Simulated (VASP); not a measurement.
# Ti (Im-3m) in VASP: a series of runs

Ti is run at these levels: revpbe exchange, lda correlation, RPBE, LDA; tasks: single point, elastic constants.

Everything below comes from runs of VASP 6.6.1. Logs are shortened: lines on timing, memory, paths and dates and some standing lists are left out, and cuts for length are marked.

## (1) The cell of the first run

The structure is cubic, space group Im-3m (No. 229). The conventional cell has a = 3.145 Å, b = 3.145 Å, c = 3.145 Å, α = 90.00°, β = 90.00°, γ = 90.00°. Within 3.6 Å of Ti (site symmetry m-3m) lie 14 Ti at 2.72 to 3.15 Å.

This isn't the form of Ti at room conditions, which is hcp.

## (2) Single point, revpbe exchange, lda correlation, collinear spin (15.55 Å³/atom)

Contents of POSCAR:

```
Ti
1.0
   -1.5725439971      1.5725439971      1.5725439971
    1.5725439971     -1.5725439971      1.5725439971
    1.5725439971      1.5725439971     -1.5725439971
Ti
1
Direct
    0.0000000000      0.0000000000      0.0000000000
```

Contents of INCAR.step1:

```
ALGO = Normal
EDIFF = 1E-6
ENCUT = 400
GGA = LIBXC
GGA_COMPAT = F
ISIF = 2
ISMEAR = -5
ISPIN = 2
LASPH = T
LCHARG = T
LIBXC1 = GGA_X_PBE_R
LIBXC2 = LDA_C_PW
LMAXMIX = 4
LORBIT = 11
LREAL = F
LWAVE = F
MAGMOM = 1
NBANDS = 16
NEDOS = 2001
NELM = 200
PREC = Accurate
SIGMA = 0.05
```

Contents of KPOINTS.step1:

```
k-points
0
Gamma
  11 11 11
```

Contents of INCAR.step2:

```
ALGO = Normal
EDIFF = 1E-6
ENCUT = 400
GGA = LIBXC
GGA_COMPAT = F
ICHARG = 11
ISIF = 2
ISMEAR = -5
ISPIN = 2
LASPH = T
LCHARG = F
LIBXC1 = GGA_X_PBE_R
LIBXC2 = LDA_C_PW
LMAXMIX = 4
LORBIT = 11
LREAL = F
LWAVE = F
MAGMOM = 1
NEDOS = 2001
NELM = 200
PREC = Accurate
SIGMA = 0.05
```

Contents of KPOINTS.step2:

```
k-points
0
Gamma
  17 17 17
```

Potentials or basis: VASP PAW PBE potentials, release 64 (Ti_sv).

The run is started by

```bash
cat potpaw_PBE.64/Ti_sv/POTCAR > POTCAR
cp INCAR.step1 INCAR
cp KPOINTS.step1 KPOINTS
mpirun -np 1 vasp_std > vasp.out
cp INCAR.step2 INCAR
cp KPOINTS.step2 KPOINTS
mpirun -np 1 vasp_std > vasp.out
```

OUTCAR:

```text
EDIFF = 1E-6
   ENCUT = 400
   GGA = LIBXC
   ICHARG = 11
   ISIF = 2
   ISMEAR = -5
   ISPIN = 2
   LASPH = T
   LORBIT = 11
   LREAL = F
   NELM = 200
   PREC = Accurate

 ion  position               nearest neighbor table
   1  0.000  0.000  0.000-

  LATTYP: Found a body centered cubic cell.
 ALAT       =     3.1450879942

  Lattice vectors:

 A1 = (  -1.5725439971,   1.5725439971,   1.5725439971)
 A2 = (   1.5725439971,  -1.5725439971,   1.5725439971)
 A3 = (   1.5725439971,   1.5725439971,  -1.5725439971)

Analysis of symmetry for initial positions (statically):
=====================================================================
 Subroutine PRICEL returns:
 Original cell was already a primitive cell.

 Routine SETGRP: Setting up the symmetry group for a
 body centered cubic supercell.

 Subroutine GETGRP returns: Found 48 space group operations
 (whereof 48 operations were pure point group operations)
 out of a pool of 48 trial point group operations.

The static configuration has the point symmetry O_h .

Analysis of symmetry for dynamics (positions and initial velocities):
=====================================================================
 Subroutine PRICEL returns:
 Original cell was already a primitive cell.

 Routine SETGRP: Setting up the symmetry group for a
 body centered cubic supercell.

 Subroutine GETGRP returns: Found 48 space group operations
 (whereof 48 operations were pure point group operations)
 out of a pool of 48 trial point group operations.

The dynamic configuration has the point symmetry O_h .

Analysis of structural, dynamic, and magnetic symmetry:
=====================================================================
 Subroutine PRICEL returns:
 Original cell was already a primitive cell.

 Routine SETGRP: Setting up the symmetry group for a
 body centered cubic supercell.

 Subroutine GETGRP returns: Found 48 space group operations
 (whereof 48 operations were pure point group operations)
 out of a pool of 48 trial point group operations.

The overall configuration has the point symmetry O_h .

 Subroutine INISYM returns: Found 48 space group operations
 (whereof 48 operations are pure point group operations),
 and found     1 'primitive' translations

----------------------------------------------------------------------------------------

                                     Primitive cell

  volume of cell :      15.5549

  direct lattice vectors                    reciprocal lattice vectors
    -1.572543997  1.572543997  1.572543997     0.000000000  0.317956128  0.317956128
     1.572543997 -1.572543997  1.572543997     0.317956128  0.000000000  0.317956128
     1.572543997  1.572543997 -1.572543997     0.317956128  0.317956128  0.000000000

  length of vectors
     2.723726100  2.723726100  2.723726100     0.449657868  0.449657868  0.449657868

  position of ions in fractional coordinates (direct lattice)
     0.000000000  0.000000000  0.000000000

  ion indices of the primitive-cell ions
   primitive index   ion index
                 1           1

----------------------------------------------------------------------------------------

 KPOINTS: k-points

Automatic generation of k-mesh.
 Grid dimensions read from file:
 generate k-points for:   17   17   17

 Generating k-lattice:

  Cartesian coordinates                     Fractional coordinates (reciprocal lattice)
     0.000000000  0.018703302  0.018703302     0.058823529  0.000000000  0.000000000
     0.018703302  0.000000000  0.018703302     0.000000000  0.058823529  0.000000000
     0.018703302  0.018703302  0.000000000     0.000000000  0.000000000  0.058823529

  Length of vectors
     0.026450463  0.026450463  0.026450463

  Shift w.r.t. Gamma in fractional coordinates (k-lattice)
     0.000000000  0.000000000  0.000000000

 TETIRR: Found   5734 inequivalent tetrahedra from    29478

 Subroutine IBZKPT returns following result:
 ===========================================

 Found    165 irreducible k-points:

 Following reciprocal coordinates:
            Coordinates               Weight
  0.000000  0.000000  0.000000      1.000000
  0.058824  0.000000  0.000000     12.000000
  0.117647  0.000000  0.000000     12.000000
  0.176471  0.000000  0.000000     12.000000
  0.235294  0.000000  0.000000     12.000000
  0.294118  0.000000  0.000000     12.000000
[... 16 lines left out ...]
  0.411765  0.117647  0.000000     48.000000
  0.176471  0.176471  0.000000     24.000000
 [... further k-points ...]
   k-points           NKPTS =    165   k-points in BZ     NKDIM =    165   number of bands    NBANDS=     11
   number of dos      NEDOS =   2001   number of ions     NIONS =      1
   total plane-waves  NPLWV =   5832
   dimension x,y,z NGX =    18 NGY =   18 NGZ =   18
   dimension x,y,z NGXF=    36 NGYF=   36 NGZF=   36
   ions per type =               1
   NGX,Y,Z   is equivalent  to a cutoff of  10.99, 10.99, 10.99 a.u.
[... 24 lines left out ...]
   EMIN   =  10.00;   EMAX   =-10.00  energy-range for DOS
   EFERMI =   0.00;   METHOD = LEGACY
   ISMEAR =    -5;   SIGMA  =   0.05  broadening in eV -4-tet -1-fermi 0-gaus
   EFERMI_NEDOS =   21; number of points for ismear=-14 and -15
   IALGO  =     38    algorithm
   IMIX   =      4    mixing-type and parameters
     AMIX     =   0.40;   BMIX     =  1.00
     AMIX_MAG =   1.60;   BMIX_MAG =  1.00
  volume/ion in A,a.u.               =      15.55       104.97
  Fermi-wavevector in a.u.,A,eV,Ry     =   1.501455  2.837339 30.672544  2.254368
  Thomas-Fermi vector in A             =   2.612824
   LORBIT       =     11    0 simple, 1 ext, 2 COOP (PROOUT), +10 PAW based schemes
   GGA     = LIBXC    functional components
   LHFCALC =     F    Hartree Fock is set to
   AEXX    =    0.0000 exact exchange contribution
   IVDW    =     0    specifies the selected vdW correction
   LEPSILON=     F    determine dielectric tensor
   LRPA    =     F    only Hartree local field effects (RPA)
 spin polarized calculation
 Fermi weights with tetrahedron method with Bloechl corrections
  energy-cutoff  :      400.00
  volume of cell :       15.55
 maximum number of plane-waves:       321
 NGX is ok and might be reduce to    18

 number of electron      11.9999989 magnetization       0.0002244

 Free energy of the ion-electron system (eV)
  ---------------------------------------------------
  ext. energy  EPLUGINS =         0.00000000
  ---------------------------------------------------
  free energy    TOTEN  =        -5.90556804 eV

  energy without entropy =       -5.90556804  energy(sigma->0) =       -5.90556804

 E-fermi :   9.4322     XC(G=0): -11.7861

 val. band max:        9.5073416013   @ k =  -0.3529   0.3529   0.1176
 cond. band min:       9.4011602003   @ k =   0.1765   0.1176   0.0588
 fundamental gap:     -0.1061814010
 Fermi energy:         9.4322396795

 spin component 1

 k-point     1 :       0.0000    0.0000    0.0000
  band No.  band energies     occupation
      1     -47.0624      1.00000
      2     -22.7781      1.00000
      3     -22.7781      1.00000
      4     -22.7781      1.00000
      5       3.4702      1.00000
      6      10.4419      0.00000
      7      10.4419      0.00000
      8      10.4419      0.00000
      9      12.4031      0.00000
     10      12.4031      0.00000
     11      27.7972      0.00000
[... 309 lines left out ...]
 k-point    24 :       0.1765    0.1765    0.0000
  band No.  band energies     occupation
      1     -46.9244      1.00000
      2     -23.3754      1.00000
      3     -22.9712      1.00000
      4     -22.8390      1.00000
      5       6.3155      1.00000
      6       9.3166      0.86756
      7       9.5429      0.03243
      8      11.9001      0.00000
      9      12.7450      0.00000
     10      13.0009      0.00000
     11      24.1906      0.00000

 [... further k-points ...]

 spin component 2

 k-point     1 :       0.0000    0.0000    0.0000
  band No.  band energies     occupation
      1     -47.0623      1.00000
      2     -22.7779      1.00000
      3     -22.7779      1.00000
      4     -22.7779      1.00000
      5       3.4704      1.00000
      6      10.4420      0.00000
      7      10.4420      0.00000
      8      10.4420      0.00000
      9      12.4032      0.00000
     10      12.4032      0.00000
     11      27.7974      0.00000
[... 309 lines left out ...]
 k-point    24 :       0.1765    0.1765    0.0000
  band No.  band energies     occupation
      1     -46.9243      1.00000
      2     -23.3752      1.00000
      3     -22.9710      1.00000
      4     -22.8389      1.00000
      5       6.3157      1.00000
      6       9.3168      0.86719
      7       9.5431      0.03213
      8      11.9002      0.00000
      9      12.7451      0.00000
     10      13.0010      0.00000
     11      24.2097      0.00000

 [... further k-points ...]

------------------------ aborting loop because EDIFF is reached ----------------------------------------

  FORCE on cell =-STRESS in cart. coord.  units (eV):
  Direction    XX          YY          ZZ          XY          YZ          ZX
  --------------------------------------------------------------------------------------
  -------------------------------------------------------------------------------------
  Total        1.8942385      1.8942385      1.8942385     -0.0000000      0.0000000      0.0000000
  in kB      195.1087888    195.1087888    195.1087888     -0.0000000      0.0000000      0.0000000
  external PRESSURE =     195.1087888 kB  Pullay stress =       0.0000000 kB

 VOLUME and BASIS-vectors are now :
 -----------------------------------------------------------------------------
  energy-cutoff  :      400.00
  volume of cell :       15.55
      direct lattice vectors                 reciprocal lattice vectors
    -1.572543997  1.572543997  1.572543997     0.000000000  0.317956128  0.317956128
     1.572543997 -1.572543997  1.572543997     0.317956128  0.000000000  0.317956128
     1.572543997  1.572543997 -1.572543997     0.317956128  0.317956128  0.000000000

 POSITION                                       TOTAL-FORCE (eV/Angst)
 -----------------------------------------------------------------------------------
      0.00000      0.00000      0.00000         0.000000      0.000000      0.000000
 -----------------------------------------------------------------------------------
    total drift:                               -0.000000      0.000000      0.000000

  FREE ENERGIE OF THE ION-ELECTRON SYSTEM (eV)
  ---------------------------------------------------
  free  energy   TOTEN  =        -5.9055680387 eV

  energy  without entropy=       -5.9055680387  energy(sigma->0) =       -5.90556804

 total charge

# of ion       s       p       d       tot
------------------------------------------
    1        2.261   6.119   2.074  10.454

 magnetization (x)

# of ion       s       p       d       tot
------------------------------------------
    1        0.000   0.000   0.000   0.000
```

It took 50 s on 1 thread of Intel Xeon Platinum 8488C (Sapphire Rapids), shared host; peak memory 0.17 GiB.

Results:

* Net moment: 0.00 μB per cell
* Valence electrons inside the program's atomic spheres: Ti 10.45

Caveat: the PAW data sets were made with another functional, which shifts forces and pressure a little; tetrahedron occupations give inexact forces and stress in metals.

## (3) Single point, RPBE

This run uses another cell than the first one, of 17.68 Å³/atom.

Contents of POSCAR:

```
Ti
1.0
   -1.6410000000      1.6410000000      1.6410000000
    1.6410000000     -1.6410000000      1.6410000000
    1.6410000000      1.6410000000     -1.6410000000
Ti
1
Direct
    0.0000000000      0.0000000000      0.0000000000
```

Contents of INCAR.step1:

```
SYSTEM = Ti
ALGO     = Normal         ! electronic algorithm
EDIFF    = 1E-6           ! SCF threshold, eV
ENCUT    = 320            ! plane-wave cutoff, eV
GGA      = RP             ! functional
GGA_COMPAT= .False.      
ISMEAR   = 1              ! smearing method
LASPH    = .True.         ! aspherical terms in the spheres
LCHARG   = .True.         ! write CHGCAR
LMAXMIX  = 4              ! l up to which the mixer works
LREAL    = .False.        ! projectors in reciprocal space
LWAVE    = .False.        ! write WAVECAR
NBANDS   = 20             ! bands
NELM     = 120            ! most SCF steps
PREC     = Accurate       ! precision mode
SIGMA    = 0.1            ! smearing width, eV
```

Contents of KPOINTS.step1:

```
k-points
0
Gamma
  13 13 13
```

Contents of INCAR.step2:

```
SYSTEM = Ti
ALGO     = Normal         ! electronic algorithm
EDIFF    = 1E-6           ! SCF threshold, eV
EMAX     = 16.0244      
EMIN     = -8.9756      
ENCUT    = 320            ! plane-wave cutoff, eV
GGA      = RP             ! functional
GGA_COMPAT= .False.      
ICHARG   = 11             ! starting density
ISMEAR   = -5             ! smearing method
LASPH    = .True.         ! aspherical terms in the spheres
LCHARG   = .False.        ! write CHGCAR
LMAXMIX  = 4              ! l up to which the mixer works
LORBIT   = 11             ! projections on sites
LREAL    = .False.        ! projectors in reciprocal space
LWAVE    = .False.        ! write WAVECAR
NBANDS   = 20             ! bands
NEDOS    = 2001           ! points of the DOS
NELM     = 120            ! most SCF steps
PREC     = Accurate       ! precision mode
```

Contents of KPOINTS.step2:

```
Automatic mesh
0
Gamma
  16 16 16
  0 0 0
```

Potentials or basis: VASP PAW PBE potentials, release 64 (Ti_sv).

The run is started by

```bash
cat potpaw_PBE.64/Ti_sv/POTCAR > POTCAR
cp INCAR.step1 INCAR
cp KPOINTS.step1 KPOINTS
mpirun -np 1 vasp_std > vasp.out
cp INCAR.step2 INCAR
cp KPOINTS.step2 KPOINTS
mpirun -np 1 vasp_std > vasp.out
```

Wall time 38 s (1 thread of Intel Xeon Platinum 8259CL at 2.50GHz (Skylake/Cascade Lake), shared host); peak memory 0.14 GiB.

It converged, with:

| Quantity | Value |
| --- | --- |
| Valence electrons inside the program's atomic spheres | Ti 10.22 |
| Density of states at the Fermi level | 2.14 states/eV/atom |

Levels at points of the mesh, in eV from the Fermi level:
```tsv
k point	band 3	band 4	band 5	band 6	band 7	band 8	band 9	band 10
(0.00, 0.00, 0.00)	-32.51	-32.51	-5.85	0.98	0.98	0.98	2.70	2.70
(0.50, 0.00, 0.00)	-32.71	-32.52	-2.39	-0.37	1.05	2.69	3.02	4.17
(0.50, 0.50, 0.50)	-32.95	-32.95	-2.05	-2.05	3.83	3.83	3.83	8.23
```

Caveat: the cutoff is under 1.25 times the usual one of these potentials, so pressure, stress and relaxed cells hold a basis-set (Pulay) error; the PAW data sets were made with another functional, which shifts forces and pressure a little; tetrahedron occupations give inexact forces and stress in metals.

## (4) Single point, RPBE

This run uses another cell than the first one, of 17.68 Å³/atom.

POSCAR is that of step 3.

INCAR.step1: that of step 3 with these lines changed.

```diff
@@ -3,3 +3,3 @@
 EDIFF    = 1E-6           ! SCF threshold, eV
-ENCUT    = 320            ! plane-wave cutoff, eV
+ENCUT    = 550            ! plane-wave cutoff, eV
 GGA      = RP             ! functional
```

KPOINTS.step1 is that of step 3.

INCAR.step2: that of step 3 with these lines changed.

```diff
@@ -3,5 +3,5 @@
 EDIFF    = 1E-6           ! SCF threshold, eV
-EMAX     = 16.0244      
-EMIN     = -8.9756      
-ENCUT    = 320            ! plane-wave cutoff, eV
+EMAX     = 16.0069      
+EMIN     = -8.9931      
+ENCUT    = 550            ! plane-wave cutoff, eV
 GGA      = RP             ! functional
@@ -17,3 +17,3 @@
 NBANDS   = 20             ! bands
-NEDOS    = 2001           ! points of the DOS
+NEDOS    = 4001           ! points of the DOS
 NELM     = 120            ! most SCF steps
```

Contents of KPOINTS.step2:

```
Automatic mesh
0
Gamma
  28 28 28
  0 0 0
```

The run is started by

```bash
cat potpaw_PBE.64/Ti_sv/POTCAR > POTCAR
cp INCAR.step1 INCAR
cp KPOINTS.step1 KPOINTS
mpirun -np 1 vasp_std > vasp.out
cp INCAR.step2 INCAR
cp KPOINTS.step2 KPOINTS
mpirun -np 1 vasp_std > vasp.out
```

Wall time 2.6 min (1 thread of Intel Xeon Platinum 8259CL at 2.50GHz (Skylake/Cascade Lake), shared host); peak memory 0.38 GiB.

The run converged. Its results:

- Valence electrons inside the program's atomic spheres: Ti 10.23
- Density of states at the Fermi level: 2.21 states/eV/atom

Levels at points of the mesh, in eV from the Fermi level:
| k point | band 2 | band 3 | band 4 | band 5 | band 6 | band 7 | band 8 | band 9 | band 10 | band 11 |
| --- | --- | --- | --- | --- | --- | --- | --- | --- | --- | --- |
| (0.00, 0.00, 0.00) | -32.52 | -32.52 | -32.52 | -5.93 | 0.99 | 0.99 | 0.99 | 2.70 | 2.70 | 17.25 |
| (0.50, 0.00, 0.00) | -33.15 | -32.72 | -32.52 | -2.41 | -0.37 | 1.05 | 2.68 | 3.03 | 4.17 | 8.58 |

Caveat: the PAW data sets were made with another functional, which shifts forces and pressure a little; tetrahedron occupations give inexact forces and stress in metals.

## (5) Elastic constants, LDA

This run uses another cell than the first one, of 17.68 Å³/atom.

Contents of INCAR:

```
  PREC = Accurate
  ENCUT = 600
  EDIFF = 1E-8
  ISMEAR = -1
  SIGMA = 0.05
  LREAL = False
  LASPH = True
  NELM = 60
  ALGO = Fast
  ISIF = 3
  LWAVE = False
  LCHARG = False
  NBANDS = 12
  IBRION = 6
  NFREE = 2
  POTIM = 0.015
  NSW = 1
```

Contents of KPOINTS:

```
regular mesh
0
Gamma
  8 8 8
```

POSCAR is that of step 4.

Potentials or basis: VASP PAW LDA potentials, release 64 (Ti_sv).

The run is started by

```bash
cat potpaw_LDA.64/Ti_sv/POTCAR > POTCAR
mpirun -np 1 vasp_std > vasp.out
```

Run time: 6.4 min. Hardware: 1 thread of Intel Xeon Platinum 8488C (Sapphire Rapids), shared host; peak memory 0.2 GiB.

It converged, with:

* Elastic constants C11, C12, C44: 79, 100, 45 GPa
* Voigt bulk modulus: 93 GPa

Elastic tensor in Voigt notation (GPa, in the Cartesian axes of the cell as first typed):
```
 79 100 100   0   0   0
100  79 100   0   0   0
100 100  79   0   0   0
  0   0   0  45   0   0
  0   0   0   0  45   0
  0   0   0   0   0  45
```

Clamped-ion elastic tensor (GPa):
```
 79 100 100   0   0   0
100  79 100   0   0   0
100 100  79   0   0   0
  0   0   0  45   0   0
  0   0   0   0  45   0
  0   0   0   0   0  45
```

Caveat: the cell is under stress, which shifts elastic constants; the elastic tensor has a negative eigenvalue, so either the cell is unstable as it stands or the mesh is too thin.

## (6) Summary

```tsv
task	level	potentials or basis	spin	cell	k mesh	cutoff (eV)	smearing	dipole correction	k mesh for the DOS	occupations for the DOS	tolerance level	purpose	gap on the mesh (eV)
single point	revpbe exchange, lda correlation	VASP PAW PBE potentials, release 64 (Ti_sv)	collinear	a = 2.724 Å, angles 109.5°, 1 atom	11 × 11 × 11	400	tetrahedron 0.05 eV	no	17 × 17 × 17	tetrahedron	-	-	-
single point	RPBE	VASP PAW PBE potentials, release 64 (Ti_sv)	off	a = 2.842 Å, angles 109.5°, 1 atom	16 × 16 × 16	320	tetrahedron 0.1 eV	-	-	-	screening	density of states	none
single point	RPBE	VASP PAW PBE potentials, release 64 (Ti_sv)	off	a = 2.842 Å, angles 109.5°, 1 atom	28 × 28 × 28	550	tetrahedron 0.1 eV	-	-	-	screening	density of states	none
elastic constants	LDA	VASP PAW LDA potentials, release 64 (Ti_sv)	off	a = 2.842 Å, angles 109.5°, 1 atom	8 × 8 × 8	600	fermi-dirac 0.05 eV	no	-	-	-	-	-
```

Caveats: the PAW data sets were made with another functional, which shifts forces and pressure a little (at least some runs); tetrahedron occupations give inexact forces and stress in metals (at least some runs); the cutoff is under 1.25 times the usual one of these potentials, so pressure, stress and relaxed cells hold a basis-set (Pulay) error (at least some runs); the cell is under stress, which shifts elastic constants (at least some runs); the elastic tensor has a negative eigenvalue, so either the cell is unstable as it stands or the mesh is too thin (at least some runs).

Absolute energies hang on the potentials; compare differences alone.
